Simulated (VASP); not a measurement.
A run of VASP 6.6.1:

POSCAR

```
CdS
1.0
    0.0854372601      2.7440443919      2.7440443919
    2.7440443919      0.0854372601      2.7440443919
    2.7440443919      2.7440443919      0.0854372601
Cd S
1 1
Direct
    0.0000000000      0.0000000000      0.0000000000
    0.5000000000      0.5000000000      0.5000000000
```

The input INCAR.step1:

```
SYSTEM = CdS
PREC     = Accurate       ! precision mode
ENCUT    = 520            ! plane-wave cutoff, eV
ISMEAR   = -1             ! smearing method
SIGMA    = 0.02           ! smearing width, eV
LREAL    = .FALSE.        ! projectors in reciprocal space
LASPH    = .TRUE.         ! aspherical terms in the spheres
NELM     = 80             ! most SCF steps
NBANDS   = 16             ! bands
GGA      = PE             ! functional
ALGO     = Normal         ! electronic algorithm
EDIFF    = 1E-4           ! SCF threshold, eV
LWAVE    = .TRUE.         ! write WAVECAR
LCHARG   = .FALSE.        ! write CHGCAR
```

INCAR.step2

```
SYSTEM = CdS
PREC     = Accurate       ! precision mode
ENCUT    = 520            ! plane-wave cutoff, eV
EDIFF    = 1E-6           ! SCF threshold, eV
ISMEAR   = -1             ! smearing method
SIGMA    = 0.02           ! smearing width, eV
LREAL    = .FALSE.        ! projectors in reciprocal space
LASPH    = .TRUE.         ! aspherical terms in the spheres
NELM     = 80             ! most SCF steps
ALGO     = Normal         ! electronic algorithm
ISIF     = 2              ! what is computed and relaxed
LWAVE    = .FALSE.        ! write WAVECAR
LCHARG   = .TRUE.         ! write CHGCAR
METAGGA  = R2SCAN         ! meta-GGA
LMIXTAU  = .TRUE.       
LELF     = .TRUE.         ! ELF
LVHAR    = .TRUE.       
NBANDS   = 16             ! bands
ISTART   = 1
```

The input KPOINTS:

```
regular mesh
0
G
  8 8 8
  0 0 0
```

Potentials or basis: VASP PAW PBE potentials, release 64 (Cd, S).

Launch:

```console
$ cat potpaw_PBE.64/Cd/POTCAR potpaw_PBE.64/S/POTCAR > POTCAR
$ cp INCAR.step1 INCAR
$ mpirun -np 1 vasp_std > vasp.out
$ cp INCAR.step2 INCAR
$ mpirun -np 1 vasp_std > vasp.out
```

Hardware: 1 thread of Intel Xeon 8259CL, on a shared host.

Task: Estimate the wall time of this run.

Result: Wall time 4.1 min on 1 thread of Intel Xeon 8259CL (shared host), peak memory 0.2 GiB. Counts: k points 65.
